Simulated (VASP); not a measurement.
# GaAs: single point with r2SCAN

The system is GaAs.

```
Ga As
1.0
     0.00000    2.80475    2.80475
     2.80475    0.00000    2.80475
     2.80475    2.80475    0.00000
Ga As
1 1
Direct
  0.00000 0.00000 0.00000
  0.25000 0.25000 0.25000
```

This cell differs from its parent crystal: strain -1.0%.

| Item | Value |
| --- | --- |
| Program | VASP 6.6.1 |
| Task | single point |
| Functional | r2SCAN |
| Potentials or basis | VASP PAW PBE potentials, release 64 (Ga_d, As) |
| Cutoff | 520 eV |
| k mesh | 8 × 8 × 8 |
| Occupations | gaussian, width 0.01 eV |
| Spin | no spin polarisation |

The pressure is 2.5 GPa. The band gap on the k mesh is 1.19 eV.

Levels at points of the mesh, in eV from the valence-band top:
```
           k point  band 6  band 7  band 8  band 9  band 10  band 11  band 12  band 13
(0.00, 0.00, 0.00)  -13.39    0.00    0.00    0.00     1.19     4.04     4.04     4.04
(0.50, 0.00, 0.00)  -11.46   -6.95   -1.22   -1.22     1.43     4.99     4.99     8.32
(0.50, 0.50, 0.00)  -10.65   -7.11   -2.86   -2.86     1.71     1.94    11.06    11.06
```

Wall time 2.3 min on 1 thread of Intel(R) Xeon(R) Platinum 8175M CPU @ 2.50GHz (Skylake/Cascade Lake), on a shared host, peak memory 0.18 GiB.

Caveat: the cell differs from its parent crystal (strain -1.0%); the PAW data sets were made with another functional, which shifts forces and pressure a little. A k mesh can miss the band edges.
